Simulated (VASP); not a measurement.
# Ni (Fm-3m) in VASP: notebook

Ni is run at these levels: PBE; tasks: single point.

Program: VASP 6.6.1. These are calculated values, not measurements. Logs are shortened: lines on timing, memory, paths and dates and some standing lists are left out, and cuts for length are marked.

### Step 1. The cell of the first run

It takes space group Fm-3m (No. 225, cubic). Conventional cell: a = 3.530 Å, b = 3.530 Å, c = 3.530 Å, α = 90.00°, β = 90.00°, γ = 90.00°. Ni (site symmetry m-3m) has 12 Ni at 2.50 Å within 3.3 Å.

### Step 2. Single point, PBE, collinear spin, ferromagnetic start

Input file INCAR:

```
PREC = Accurate
ENCUT = 520
EDIFF = 1E-6
ISMEAR = -1
SIGMA = 0.1
LREAL = False
LASPH = True
NELM = 150
ALGO = Normal
ISIF = 2
LWAVE = False
LCHARG = False
ISPIN = 2
MAGMOM = 0.48
LORBIT = 11
NUPDOWN = 0.48
LMAXMIX = 4
GGA = PE
NBANDS = 15
```

Input file KPOINTS:

```
regular mesh
0
Gamma
  15 15 15
```

Input file POSCAR:

```
Ni
1.0
    0.0000000000      1.7651000000      1.7651000000
    1.7651000000      0.0000000000      1.7651000000
    1.7651000000      1.7651000000      0.0000000000
Ni
1
Direct
    0.0000000000      0.0000000000      0.0000000000
```

Potentials or basis: VASP PAW PBE potentials, release 64 (Ni).

Launch:

```
> cat potpaw_PBE.64/Ni/POTCAR > POTCAR
> mpirun -np 1 vasp_std > vasp.out
```

OUTCAR:

```text
PREC = Accurate
   ENCUT = 520
   EDIFF = 1E-6
   ISMEAR = -1
   LREAL = False
   LASPH = True
   NELM = 150
   ISIF = 2
   ISPIN = 2
   LORBIT = 11
   NUPDOWN = 0.48
   GGA = PE

 ion  position               nearest neighbor table
   1  0.000  0.000  0.000-

  LATTYP: Found a face centered cubic cell.
 ALAT       =     3.5302000000

  Lattice vectors:

 A1 = (   0.0000000000,   1.7651000000,   1.7651000000)
 A2 = (   1.7651000000,   0.0000000000,   1.7651000000)
 A3 = (   1.7651000000,   1.7651000000,   0.0000000000)

Analysis of symmetry for initial positions (statically):
=====================================================================
 Subroutine PRICEL returns:
 Original cell was already a primitive cell.

 Routine SETGRP: Setting up the symmetry group for a
 face centered cubic supercell.

 Subroutine GETGRP returns: Found 48 space group operations
 (whereof 48 operations were pure point group operations)
 out of a pool of 48 trial point group operations.

The static configuration has the point symmetry O_h .

Analysis of symmetry for dynamics (positions and initial velocities):
=====================================================================
 Subroutine PRICEL returns:
 Original cell was already a primitive cell.

 Routine SETGRP: Setting up the symmetry group for a
 face centered cubic supercell.

 Subroutine GETGRP returns: Found 48 space group operations
 (whereof 48 operations were pure point group operations)
 out of a pool of 48 trial point group operations.

The dynamic configuration has the point symmetry O_h .

Analysis of structural, dynamic, and magnetic symmetry:
=====================================================================
 Subroutine PRICEL returns:
 Original cell was already a primitive cell.

 Routine SETGRP: Setting up the symmetry group for a
 face centered cubic supercell.

 Subroutine GETGRP returns: Found 48 space group operations
 (whereof 48 operations were pure point group operations)
 out of a pool of 48 trial point group operations.

The overall configuration has the point symmetry O_h .

 Subroutine INISYM returns: Found 48 space group operations
 (whereof 48 operations are pure point group operations),
 and found     1 'primitive' translations

----------------------------------------------------------------------------------------

                                     Primitive cell

  volume of cell :      10.9986

  direct lattice vectors                    reciprocal lattice vectors
     0.000000000  1.765100000  1.765100000    -0.283270070  0.283270070  0.283270070
     1.765100000  0.000000000  1.765100000     0.283270070 -0.283270070  0.283270070
     1.765100000  1.765100000  0.000000000     0.283270070  0.283270070 -0.283270070

  length of vectors
     2.496228359  2.496228359  2.496228359     0.490638153  0.490638153  0.490638153

[... 121 lines left out ...]
  free energy    TOTEN  =        -5.49056236 eV

  energy without entropy =       -5.42549984  energy(sigma->0) =       -5.45803110

 E-fermi :   9.1966     XC(G=0): -13.1897

 val. band max:        9.1962865708   @ k =   0.4000   0.0667   0.0000
 cond. band min:       9.0548995000   @ k =   0.4000   0.1333   0.0000
 fundamental gap:     -0.1413870708
 Fermi energy:         9.0379912295

 spin component 1

 k-point     1 :       0.0000    0.0000    0.0000
  band No.  band energies     occupation
      1       0.2915      1.00000
      2       6.9223      1.00000
      3       6.9223      1.00000
      4       6.9223      1.00000
      5       8.0609      0.99994
      6       8.0609      0.99994
      7      32.8451      0.00000
      8      36.6344      0.00000
      9      36.6344      0.00000
     10      36.6344      0.00000
     11      39.5570      0.00000
     12      39.5570      0.00000
     13      39.5570      0.00000
     14      42.5140      0.00000
[... 403 lines left out ...]
      4       7.2982      1.00000
      5       7.7206      1.00000
      6       8.2332      0.99968
      7      28.7978      0.00000
      8      31.3390      0.00000
      9      31.8166      0.00000
     10      34.0807      0.00000
     11      38.3829      0.00000
     12      42.9316      0.00000
     13      44.6515      0.00000
     14      45.2459      0.00000
     15      49.9806      0.00000

 [... further k-points ...]

 spin component 2

 k-point     1 :       0.0000    0.0000    0.0000
  band No.  band energies     occupation
      1       0.2510      1.00000
      2       7.5045      1.00000
      3       7.5045      1.00000
      4       7.5045      1.00000
      5       8.5168      0.99889
      6       8.5168      0.99889
      7      32.7010      0.00000
      8      36.6091      0.00000
      9      36.6092      0.00000
     10      36.6092      0.00000
     11      39.6225      0.00000
     12      39.6226      0.00000
     13      39.6226      0.00000
     14      42.3991      0.00000
[... 403 lines left out ...]
      4       7.8852      1.00000
      5       8.1817      0.99996
      6       8.7004      0.99305
      7      28.8382      0.00000
      8      31.3910      0.00000
      9      31.7757      0.00000
     10      34.0442      0.00000
     11      38.5340      0.00000
     12      42.9032      0.00000
     13      44.5887      0.00000
     14      45.1944      0.00000
     15      50.0474      0.00000

 [... further k-points ...]

------------------------ aborting loop because EDIFF is reached ----------------------------------------

  FORCE on cell =-STRESS in cart. coord.  units (eV):
  Direction    XX          YY          ZZ          XY          YZ          ZX
  --------------------------------------------------------------------------------------
  -------------------------------------------------------------------------------------
  Total       -0.1373587     -0.1373587     -0.1373587      0.0000000      0.0000000      0.0000000
  in kB      -20.0091566    -20.0091566    -20.0091566      0.0000000      0.0000000      0.0000000
  external PRESSURE =     -20.0091566 kB  Pullay stress =       0.0000000 kB

 VOLUME and BASIS-vectors are now :
 -----------------------------------------------------------------------------
  energy-cutoff  :      520.00
  volume of cell :       11.00
      direct lattice vectors                 reciprocal lattice vectors
     0.000000000  1.765100000  1.765100000    -0.283270070  0.283270070  0.283270070
     1.765100000  0.000000000  1.765100000     0.283270070 -0.283270070  0.283270070
     1.765100000  1.765100000  0.000000000     0.283270070  0.283270070 -0.283270070

 POSITION                                       TOTAL-FORCE (eV/Angst)
 -----------------------------------------------------------------------------------
      0.00000      0.00000      0.00000        -0.000000      0.000000      0.000000
 -----------------------------------------------------------------------------------
    total drift:                                0.000000      0.000000      0.000000

  FREE ENERGIE OF THE ION-ELECTRON SYSTEM (eV)
  ---------------------------------------------------
  free  energy   TOTEN  =        -5.4905623648 eV

  energy  without entropy=       -5.4254998364  energy(sigma->0) =       -5.45803110

 total charge

# of ion       s       p       d       tot
------------------------------------------
    1        0.491   0.485   8.316   9.292

 magnetization (x)

# of ion       s       p       d       tot
------------------------------------------
    1       -0.007  -0.023   0.522   0.492
```

OSZICAR:

```text
N       E                     dE             d eps       ncg     rms          rms(c)
DAV:   1     0.328209305157E+02    0.32821E+02   -0.41829E+03  7669   0.849E+02
DAV:   2    -0.507355460063E+01   -0.37894E+02   -0.35096E+02  8138   0.162E+02
DAV:   3    -0.651113538329E+01   -0.14376E+01   -0.14238E+01  8810   0.309E+01
DAV:   4    -0.651992044281E+01   -0.87851E-02   -0.87836E-02  8674   0.229E+00
DAV:   5    -0.652003132037E+01   -0.11088E-03   -0.11088E-03  9020   0.231E-01    0.972E+00
DAV:   6    -0.585485961193E+01    0.66517E+00   -0.13844E+01 10399   0.403E+01    0.597E+00
DAV:   7    -0.550757193020E+01    0.34729E+00   -0.24933E+00  9680   0.154E+01    0.180E+00
DAV:   8    -0.549299310491E+01    0.14579E-01   -0.24517E-02  8906   0.104E+00    0.809E-01
DAV:   9    -0.549104400546E+01    0.19491E-02   -0.13396E-03 11898   0.217E-01    0.236E-01
DAV:  10    -0.549055713383E+01    0.48687E-03   -0.78486E-04 10974   0.147E-01    0.562E-02
DAV:  11    -0.549056231801E+01   -0.51842E-05   -0.87849E-06  8589   0.319E-02    0.170E-02
DAV:  12    -0.549056236485E+01   -0.46841E-07   -0.19245E-06  9322   0.136E-02
   1 F= -.54905624E+01 E0= -.54580311E+01  d E =-.650625E-01  mag=     0.4800
```

stdout:

```text
POSCAR found type information on POSCAR Ni
 POSCAR found :  1 types and       1 ions
 scaLAPACK will be used
 LDA part: xc-table for (Slater+PW92), standard interpolation
 POSCAR, INCAR and KPOINTS ok, starting setup
 FFT: planning ... GRIDC
 FFT: planning ... GRID_SOFT
 FFT: planning ... GRID
 WAVECAR not read
 entering main loop
```

It took 38 s on 1 thread of Intel Xeon Platinum 8259CL at 2.50GHz (Skylake/Cascade Lake), shared host; peak memory 0.15 GiB.

What came out:

```yaml
Free_energy: -5.4906 eV
Pressure: -2.0 GPa
Net_moment: 0.48 μB per cell
Site_moments: Ni +0.49 μB
Valence_electrons_inside_the_program's_atomic_spheres: Ni 9.29
```

Caveat: the total moment is fixed, so each spin has its own Fermi level.

### Step 3. Single point, PBE, collinear spin, ferromagnetic start

Input file INCAR:

```
ALGO = Normal ; EDIFF = 1E-7
ENCUT = 520 ; GGA = PE
ISIF = 2 ; ISMEAR = -1
ISPIN = 2 ; LASPH = T
LCHARG = F ; LMAXMIX = 4
LORBIT = 11 ; LREAL = F
LWAVE = F ; MAGMOM = 0.96
NBANDS = 15 ; NELM = 150
NUPDOWN = 0.96 ; PREC = Accurate
SIGMA = 0.1
```

Input file KPOINTS:

```
k-points
0
Gamma
  15 15 15
```

POSCAR is that of step 2.

Potentials or basis: VASP PAW PBE potentials, release 64 (Ni).

Launch:

```
> cat potpaw_PBE.64/Ni/POTCAR > POTCAR
> mpirun -np 1 vasp_std > vasp.out
```

It took 41 s on 1 thread of Intel Xeon Platinum 8259CL at 2.50GHz (Skylake/Cascade Lake), shared host; peak memory 0.15 GiB.

It converged, with:

```
Free energy                                           : -5.4216 eV
Pressure                                              : 1.2 GPa
Net moment                                            : 0.96 μB per cell
Site moments                                          : Ni +0.96 μB
Valence electrons inside the program's atomic spheres : Ni 9.28
```

Caveat: the total moment is fixed, so each spin has its own Fermi level.

[end of part 1 of 2]
